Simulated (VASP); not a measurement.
Set up this calculation in VASP 6.6.1, as the native input.

| Item | Value |
| --- | --- |
| Task | relaxation of cell and atoms |
| Functional | PBE |
| Potentials or basis | VASP PAW PBE potentials, release 64 (Li_sv) |
| Cutoff | 600 eV |
| k mesh | 6 × 6 × 4 |
| Occupations | gaussian, width 0.1 eV |
| Spin | no spin polarisation |
| Dipole correction | no |
| Further INCAR settings | ALGO = Normal; EDIFF = 1e-07; IBRION = 2; EDIFFG = -0.04; NSW = 90; ISIF = 3 |

The structure of Li lies in POSCAR:

```
Li
1.0
    3.9880970947      0.0000000000      0.0000000000
   -1.9940485474      3.4537933968      0.0000000000
    0.0000000000      0.0000000000      4.5246296550
Li
3
Direct
    0.2254000000      0.0000000000      0.3333333333
    0.0000000000      0.2254000000      0.6666666667
    0.7746000000      0.7746000000      0.0000000000
```

One way to write it, as run:

INCAR

```
PREC = Accurate ; ENCUT = 600
EDIFF = 1E-7 ; ISMEAR = 0
SIGMA = 0.1 ; LREAL = False
LASPH = True ; NELM = 60
ALGO = Normal ; ISIF = 3
LWAVE = False ; LCHARG = False
GGA = PE ; IBRION = 2
NSW = 90 ; EDIFFG = -0.04
```

KPOINTS

```
regular mesh
0
Gamma
  6 6 4
```

Potentials or basis: VASP PAW PBE potentials, release 64 (Li_sv).

Run with:

```bash
$ cat potpaw_PBE.64/Li_sv/POTCAR > POTCAR
$ mpirun -np 1 vasp_std > vasp.out
```

It gave:

```yaml
Relaxed_volume: 18.70 Å³/atom
Relaxed_cell: a = 3.326 Å, b = 3.326 Å, c = 5.856 Å, α = 90.00°, β = 90.00°, γ = 120.00°
Space_group_after_relaxing_to_0.05_Å: P3_121 (No. 152)
Energy_gained_by_relaxing: 381.0 meV/atom
Ionic_steps: 12
Pressure_after_relaxing: 0.1 GPa
Largest_force_after_relaxing: 0.031 eV/Å
```

Caveat: the cutoff is under 1.25 times the usual one of these potentials, so pressure, stress and relaxed cells hold a basis-set (Pulay) error.

Wall time 66 s on 1 thread of Intel(R) Xeon(R) Platinum 8488C (Sapphire Rapids) (shared host), peak memory 0.17 GiB.
